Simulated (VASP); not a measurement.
# AlFe (Pm-3m) in VASP: notebook, part 2 of 2

VASP 6.6.1.

### Step 3. Single point, PBE, collinear spin, ferromagnetic start

This run uses another cell than the first one, of 12.32 Å³/atom, 1.053 times its volume.

Contents of INCAR:

```
SYSTEM = AlFe
  ALGO = Normal
  EDIFF = 1E-6
  ENCUT = 520
  GGA = PE
  ISIF = 2
  ISMEAR = -1
  ISPIN = 2
  LASPH = .TRUE.
  LCHARG = .TRUE.
  LELF = .TRUE.
  LMAXMIX = 4
  LORBIT = 11
  LREAL = .FALSE.
  LVHAR = .TRUE.
  LWAVE = .FALSE.
  MAGMOM = 0 3
  NBANDS = 16
  NELM = 150
  PREC = Accurate
  SIGMA = 0.1
```

Contents of KPOINTS:

```
k-points
0
G
  11 11 11
  0 0 0
```

Contents of POSCAR:

```
AlFe
1.0
    2.9100000000      0.0000000000      0.0000000000
    0.0000000000      2.9100000000      0.0000000000
    0.0000000000      0.0000000000      2.9100000000
Al Fe
1 1
Direct
    0.0000000000      0.0000000000      0.0000000000
    0.5000000000      0.5000000000      0.5000000000
```

Potentials or basis: VASP PAW PBE potentials, release 64 (Al, Fe).

On the command line:

```
cat potpaw_PBE.64/Al/POTCAR potpaw_PBE.64/Fe/POTCAR > POTCAR
mpirun -np 1 vasp_std > vasp.out
```

OUTCAR:

```text
SYSTEM = AlFe
   EDIFF = 1E-6
   ENCUT = 520
   GGA = PE
   ISIF = 2
   ISMEAR = -1
   ISPIN = 2
   LASPH = .TRUE.
   LORBIT = 11
   LREAL = .FALSE.
   NELM = 150
   PREC = Accurate

 ion  position               nearest neighbor table
   1  0.000  0.000  0.000-   2 2.52   2 2.52   2 2.52   2 2.52   2 2.52   2 2.52   2 2.52   2 2.52

   2  0.500  0.500  0.500-   1 2.52   1 2.52   1 2.52   1 2.52   1 2.52   1 2.52   1 2.52   1 2.52

  LATTYP: Found a simple cubic cell.
 ALAT       =     2.9100000000

  Lattice vectors:

 A1 = (   2.9100000000,   0.0000000000,   0.0000000000)
 A2 = (   0.0000000000,   2.9100000000,   0.0000000000)
 A3 = (   0.0000000000,   0.0000000000,   2.9100000000)

Analysis of symmetry for initial positions (statically):
=====================================================================
 Subroutine PRICEL returns:
 Original cell was already a primitive cell.

 Routine SETGRP: Setting up the symmetry group for a
 simple cubic supercell.

 Subroutine GETGRP returns: Found 48 space group operations
[... 9 lines left out ...]

 Routine SETGRP: Setting up the symmetry group for a
 simple cubic supercell.

 Subroutine GETGRP returns: Found 48 space group operations
 (whereof 48 operations were pure point group operations)
 out of a pool of 48 trial point group operations.

The dynamic configuration has the point symmetry O_h .

Analysis of structural, dynamic, and magnetic symmetry:
=====================================================================
 Subroutine PRICEL returns:
 Original cell was already a primitive cell.

 Routine SETGRP: Setting up the symmetry group for a
 simple cubic supercell.

 Subroutine GETGRP returns: Found 48 space group operations
 (whereof 48 operations were pure point group operations)
 out of a pool of 48 trial point group operations.

The overall configuration has the point symmetry O_h .

 Subroutine INISYM returns: Found 48 space group operations
[... 5 lines left out ...]
                                     Primitive cell

  volume of cell :      24.6422

  direct lattice vectors                    reciprocal lattice vectors
     2.910000000  0.000000000  0.000000000     0.343642612  0.000000000  0.000000000
     0.000000000  2.910000000  0.000000000     0.000000000  0.343642612  0.000000000
     0.000000000  0.000000000  2.910000000     0.000000000  0.000000000  0.343642612

  length of vectors
     2.910000000  2.910000000  2.910000000     0.343642612  0.343642612  0.343642612

  position of ions in fractional coordinates (direct lattice)
[... 8 lines left out ...]
----------------------------------------------------------------------------------------

 KPOINTS: k-points

Automatic generation of k-mesh.
 Grid dimensions read from file:
 generate k-points for:   11   11   11

 Generating k-lattice:

  Cartesian coordinates                     Fractional coordinates (reciprocal lattice)
     0.031240237  0.000000000  0.000000000     0.090909091  0.000000000  0.000000000
     0.000000000  0.031240237  0.000000000     0.000000000  0.090909091  0.000000000
     0.000000000  0.000000000  0.031240237     0.000000000  0.000000000  0.090909091

  Length of vectors
     0.031240237  0.031240237  0.031240237

  Shift w.r.t. Gamma in fractional coordinates (k-lattice)
     0.000000000  0.000000000  0.000000000

 Subroutine IBZKPT returns following result:
 ===========================================
[... 37 lines left out ...]
   NGXF,Y,Z  is equivalent  to a cutoff of  27.42, 27.42, 27.42 a.u.
 SYSTEM =  AlFe
   PREC   = accura    normal or accurate (medium, high low for compatibility)
   ISTART =      0    job   : 0-new  1-cont  2-samecut
   ICHARG =      2    charge: 1-file 2-atom 10-const
   ISPIN  =      2    spin polarized calculation?
   LNONCOLLINEAR =      F non collinear calculations
   LSORBIT =      F    spin-orbit coupling
   LASPH  =      T    aspherical Exc in radial PAW
   ENCUT  =  520.0 eV  38.22 Ry    6.18 a.u.   5.41  5.41  5.41*2*pi/ulx,y,z
   NELM   =    150;   NELMIN=  2; NELMDL= -5     # of ELM steps
   EDIFF  = 0.1E-05   stopping-criterion for ELM
   LREAL  =      F    real-space projection
   EDIFFG = 0.1E-04   stopping-criterion for IOM
   NSW    =      0    number of steps for IOM
   IBRION =     -1    ionic relax: 0-MD 1-quasi-New 2-CG
   NFREE  =      0    steps in history (QN), initial steepest desc. (CG)
   ISIF   =      2    stress and relaxation
   ISYM   =      2    0-nonsym 1-usesym 2-fastsym
   POTIM  = 0.5000    time-step for ionic-motion
   TEBEG  =    0.0;   TEEND  =   0.0 temperature during run
   PSTRESS=    0.0 pullay stress
   NELECT =      11.0000    total number of electrons
   NUPDOWN=      -1.0000    fix difference up-down
   EMIN   =  10.00;   EMAX   =-10.00  energy-range for DOS
   EFERMI =   0.00;   METHOD = LEGACY
   ISMEAR =    -1;   SIGMA  =   0.10  broadening in eV -4-tet -1-fermi 0-gaus
   EFERMI_NEDOS =   21; number of points for ismear=-14 and -15
   IALGO  =     38    algorithm
   IMIX   =      4    mixing-type and parameters
     AMIX     =   0.40;   BMIX     =  1.00
     AMIX_MAG =   1.60;   BMIX_MAG =  1.00
  volume/ion in A,a.u.               =      12.32        83.15
  Fermi-wavevector in a.u.,A,eV,Ry     =   1.251160  2.364349 21.298567  1.565401
  Thomas-Fermi vector in A             =   2.385120
   LORBIT       =     11    0 simple, 1 ext, 2 COOP (PROOUT), +10 PAW based schemes
   GGA     = PE    functional components
   LHFCALC =     F    Hartree Fock is set to
   AEXX    =    0.0000 exact exchange contribution
   IVDW    =     0    specifies the selected vdW correction
   LEPSILON=     F    determine dielectric tensor
   LRPA    =     F    only Hartree local field effects (RPA)
 spin polarized calculation
  energy-cutoff  :      520.00
  volume of cell :       24.64
 maximum number of plane-waves:       691
 NGX is ok and might be reduce to    24
   NGX = 11   NGY = 11   NGZ = 11

 number of electron      10.9999994 magnetization       0.7118995

 Free energy of the ion-electron system (eV)
  ---------------------------------------------------
  ext. energy  EPLUGINS =         0.00000000
  ---------------------------------------------------
  free energy    TOTEN  =       -12.66898886 eV

  energy without entropy =      -12.59151775  energy(sigma->0) =      -12.63025330

 E-fermi :   7.6890     XC(G=0): -11.9716

 val. band max:        7.6807018542   @ k =   0.4545   0.2727   0.0000
 cond. band min:       7.6960993952   @ k =   0.3636   0.3636   0.3636
 fundamental gap:      0.0153975410
 Fermi energy:         7.6889536706

 spin component 1

 k-point     1 :       0.0000    0.0000    0.0000
  band No.  band energies     occupation
      1      -2.5611      1.00000
      2       5.2444      1.00000
      3       5.2444      1.00000
      4       7.2421      0.98866
      5       7.2421      0.98866
      6       7.2421      0.98866
[... 435 lines left out ...]
      5       6.6368      0.99997
      6       7.1516      0.99539
[... 8 lines left out ...]
     15      27.4579      0.00000
     16      27.5187      0.00000

 [... further k-points ...]

 spin component 2

 k-point     1 :       0.0000    0.0000    0.0000
  band No.  band energies     occupation
      1      -2.5584      1.00000
      2       5.6348      1.00000
      3       5.6348      1.00000
      4       8.0838      0.01891
      5       8.0838      0.01891
      6       8.0838      0.01891
[... 435 lines left out ...]
      5       7.3641      0.96263
      6       7.9766      0.05331
[... 8 lines left out ...]
     15      27.5162      0.00000
     16      27.5686      0.00000

 [... further k-points ...]
[... 5 lines left out ...]
  --------------------------------------------------------------------------------------
  -------------------------------------------------------------------------------------
  Total       -0.8749543     -0.8749543     -0.8749543      0.0000000     -0.0000000      0.0000000
  in kB      -56.8875206    -56.8875206    -56.8875206      0.0000000     -0.0000000      0.0000000
  external PRESSURE =     -56.8875206 kB  Pullay stress =       0.0000000 kB

 VOLUME and BASIS-vectors are now :
 -----------------------------------------------------------------------------
  energy-cutoff  :      520.00
  volume of cell :       24.64
      direct lattice vectors                 reciprocal lattice vectors
     2.910000000  0.000000000  0.000000000     0.343642612  0.000000000  0.000000000
     0.000000000  2.910000000  0.000000000     0.000000000  0.343642612  0.000000000
     0.000000000  0.000000000  2.910000000     0.000000000  0.000000000  0.343642612

 POSITION                                       TOTAL-FORCE (eV/Angst)
 -----------------------------------------------------------------------------------
      0.00000      0.00000      0.00000         0.000000      0.000000      0.000000
      1.45500      1.45500      1.45500         0.000000      0.000000      0.000000
 -----------------------------------------------------------------------------------
    total drift:                                0.000000     -0.000000     -0.000000

  FREE ENERGIE OF THE ION-ELECTRON SYSTEM (eV)
  ---------------------------------------------------
  free  energy   TOTEN  =       -12.6689888586 eV

  energy  without entropy=      -12.5915177509  energy(sigma->0) =      -12.63025330

 total charge

# of ion       s       p       d       tot
------------------------------------------
    1        0.395   0.420   0.000   0.816
    2        0.416   0.475   6.451   7.343
--------------------------------------------------
tot          0.812   0.895   6.451   8.158

 magnetization (x)

# of ion       s       p       d       tot
------------------------------------------
    1       -0.008  -0.016   0.000  -0.025
    2        0.000   0.007   0.748   0.755
--------------------------------------------------
tot         -0.008  -0.010   0.748   0.730
```

OSZICAR:

```text
N       E                     dE             d eps       ncg     rms          rms(c)
DAV:   1     0.300348792469E+02    0.30035E+02   -0.45176E+03  3616   0.706E+02
DAV:   2    -0.126829756839E+02   -0.42718E+02   -0.37992E+02  4112   0.139E+02
DAV:   3    -0.141229047609E+02   -0.14399E+01   -0.14215E+01  4544   0.271E+01
DAV:   4    -0.141428062891E+02   -0.19902E-01   -0.19895E-01  4336   0.284E+00
DAV:   5    -0.141434038632E+02   -0.59757E-03   -0.59756E-03  4720   0.546E-01    0.141E+01
DAV:   6    -0.159099840300E+02   -0.17666E+01   -0.42478E+01  4256   0.710E+01    0.175E+01
DAV:   7    -0.127070424480E+02    0.32029E+01   -0.25438E+01  4392   0.459E+01    0.304E+00
DAV:   8    -0.126821538227E+02    0.24889E-01   -0.18101E-01  4632   0.327E+00    0.166E+00
DAV:   9    -0.126716268389E+02    0.10527E-01   -0.23529E-02  4944   0.132E+00    0.105E+00
DAV:  10    -0.126689115161E+02    0.27153E-02   -0.25333E-03  4536   0.360E-01    0.220E-01
DAV:  11    -0.126689916857E+02   -0.80170E-04   -0.32349E-04  4800   0.165E-01    0.106E-01
DAV:  12    -0.126689923626E+02   -0.67690E-06   -0.86688E-05  5016   0.694E-02    0.470E-02
DAV:  13    -0.126689882940E+02    0.40686E-05   -0.93679E-06  4472   0.266E-02    0.162E-02
DAV:  14    -0.126689888586E+02   -0.56461E-06   -0.21016E-06  3968   0.124E-02
   1 F= -.12668989E+02 E0= -.12630253E+02  d E =-.774711E-01  mag=     0.7111
```

stdout:

```text
POSCAR found type information on POSCAR AlFe
 POSCAR found :  2 types and       2 ions
 scaLAPACK will be used
 LDA part: xc-table for (Slater+PW92), standard interpolation
 POSCAR, INCAR and KPOINTS ok, starting setup
 FFT: planning ... GRIDC
 FFT: planning ... GRID_SOFT
 FFT: planning ... GRID
 WAVECAR not read
 entering main loop
```

Run time: 17 s. Hardware: 1 thread of Intel Xeon Platinum 8559C (Emerald Rapids), shared host; peak memory 0.17 GiB.

Results:

* Free energy: -12.6690 eV
* Pressure: -5.7 GPa
* Net moment: 0.71 μB per cell
* Site moments: Al -0.03; Fe +0.76 μB
* Valence electrons inside the program's atomic spheres: Al 0.82; Fe 7.34

### Step 4. Single point, PBE, collinear spin, ferromagnetic start

This run uses another cell than the first one, of 12.32 Å³/atom, 1.053 times its volume.

Contents of INCAR:

```
ALGO = Normal ; EDIFF = 1E-6
ENCUT = 520 ; GGA = PE
ISIF = 2 ; ISMEAR = -1
ISPIN = 2 ; LASPH = True
LCHARG = False ; LMAXMIX = 4
LORBIT = 11 ; LREAL = False
LWAVE = False ; MAGMOM = 0 3
NBANDS = 16 ; NELM = 150
PREC = Accurate ; SIGMA = 0.1
```

Contents of KPOINTS:

```
k-points
0
Gamma
  11 11 11
```

POSCAR is that of step 3.

Potentials or basis: VASP PAW PBE potentials, release 64 (Al, Fe).

On the command line:

```
cat potpaw_PBE.64/Al/POTCAR potpaw_PBE.64/Fe/POTCAR > POTCAR
mpirun -np 1 vasp_std > vasp.out
```

OUTCAR:

```text
EDIFF = 1E-6
   ENCUT = 520
   GGA = PE
   ISIF = 2
   ISMEAR = -1
   ISPIN = 2
   LASPH = True
   LORBIT = 11
   LREAL = False
   NELM = 150
   PREC = Accurate

 ion  position               nearest neighbor table
   1  0.000  0.000  0.000-   2 2.52   2 2.52   2 2.52   2 2.52   2 2.52   2 2.52   2 2.52   2 2.52

   2  0.500  0.500  0.500-   1 2.52   1 2.52   1 2.52   1 2.52   1 2.52   1 2.52   1 2.52   1 2.52

  LATTYP: Found a simple cubic cell.
 ALAT       =     2.9100000000

  Lattice vectors:

 A1 = (   2.9100000000,   0.0000000000,   0.0000000000)
 A2 = (   0.0000000000,   2.9100000000,   0.0000000000)
 A3 = (   0.0000000000,   0.0000000000,   2.9100000000)
[... 1126 lines left out ...]
 VOLUME and BASIS-vectors are now :
 -----------------------------------------------------------------------------
  energy-cutoff  :      520.00
  volume of cell :       24.64
      direct lattice vectors                 reciprocal lattice vectors
     2.910000000  0.000000000  0.000000000     0.343642612  0.000000000  0.000000000
     0.000000000  2.910000000  0.000000000     0.000000000  0.343642612  0.000000000
     0.000000000  0.000000000  2.910000000     0.000000000  0.000000000  0.343642612

 POSITION                                       TOTAL-FORCE (eV/Angst)
 -----------------------------------------------------------------------------------
      0.00000      0.00000      0.00000         0.000000      0.000000      0.000000
      1.45500      1.45500      1.45500         0.000000      0.000000      0.000000
 -----------------------------------------------------------------------------------
    total drift:                                0.000000     -0.000000     -0.000000

  FREE ENERGIE OF THE ION-ELECTRON SYSTEM (eV)
  ---------------------------------------------------
  free  energy   TOTEN  =       -12.6689888586 eV

  energy  without entropy=      -12.5915177509  energy(sigma->0) =      -12.63025330

 total charge

# of ion       s       p       d       tot
------------------------------------------
    1        0.395   0.420   0.000   0.816
    2        0.416   0.475   6.451   7.343
--------------------------------------------------
tot          0.812   0.895   6.451   8.158

 magnetization (x)

# of ion       s       p       d       tot
------------------------------------------
    1       -0.008  -0.016   0.000  -0.025
    2        0.000   0.007   0.748   0.755
--------------------------------------------------
tot         -0.008  -0.010   0.748   0.730
```

OSZICAR:

```text
N       E                     dE             d eps       ncg     rms          rms(c)
DAV:   1     0.300348792469E+02    0.30035E+02   -0.45176E+03  3616   0.706E+02
DAV:   2    -0.126829756839E+02   -0.42718E+02   -0.37992E+02  4112   0.139E+02
DAV:   3    -0.141229047609E+02   -0.14399E+01   -0.14215E+01  4544   0.271E+01
DAV:   4    -0.141428062891E+02   -0.19902E-01   -0.19895E-01  4336   0.284E+00
DAV:   5    -0.141434038632E+02   -0.59757E-03   -0.59756E-03  4720   0.546E-01    0.141E+01
DAV:   6    -0.159099840300E+02   -0.17666E+01   -0.42478E+01  4256   0.710E+01    0.175E+01
DAV:   7    -0.127070424480E+02    0.32029E+01   -0.25438E+01  4392   0.459E+01    0.304E+00
DAV:   8    -0.126821538227E+02    0.24889E-01   -0.18101E-01  4632   0.327E+00    0.166E+00
DAV:   9    -0.126716268389E+02    0.10527E-01   -0.23529E-02  4944   0.132E+00    0.105E+00
DAV:  10    -0.126689115161E+02    0.27153E-02   -0.25333E-03  4536   0.360E-01    0.220E-01
DAV:  11    -0.126689916857E+02   -0.80170E-04   -0.32349E-04  4800   0.165E-01    0.106E-01
DAV:  12    -0.126689923626E+02   -0.67690E-06   -0.86688E-05  5016   0.694E-02    0.470E-02
DAV:  13    -0.126689882940E+02    0.40686E-05   -0.93679E-06  4472   0.266E-02    0.162E-02
DAV:  14    -0.126689888586E+02   -0.56461E-06   -0.21016E-06  3968   0.124E-02
   1 F= -.12668989E+02 E0= -.12630253E+02  d E =-.774711E-01  mag=     0.7111
```

stdout:

```text
POSCAR found type information on POSCAR AlFe
 POSCAR found :  2 types and       2 ions
 scaLAPACK will be used
 LDA part: xc-table for (Slater+PW92), standard interpolation
 POSCAR, INCAR and KPOINTS ok, starting setup
 FFT: planning ... GRIDC
 FFT: planning ... GRID_SOFT
 FFT: planning ... GRID
 WAVECAR not read
 entering main loop
```

It took 16 s on 1 thread of Intel Xeon Platinum 8559C (Emerald Rapids), shared host; peak memory 0.17 GiB.

Results:

```
Free energy                                           : -12.6690 eV
Pressure                                              : -5.7 GPa
Net moment                                            : 0.71 μB per cell
Site moments                                          : Al -0.03; Fe +0.76 μB
Valence electrons inside the program's atomic spheres : Al 0.82; Fe 7.34
```
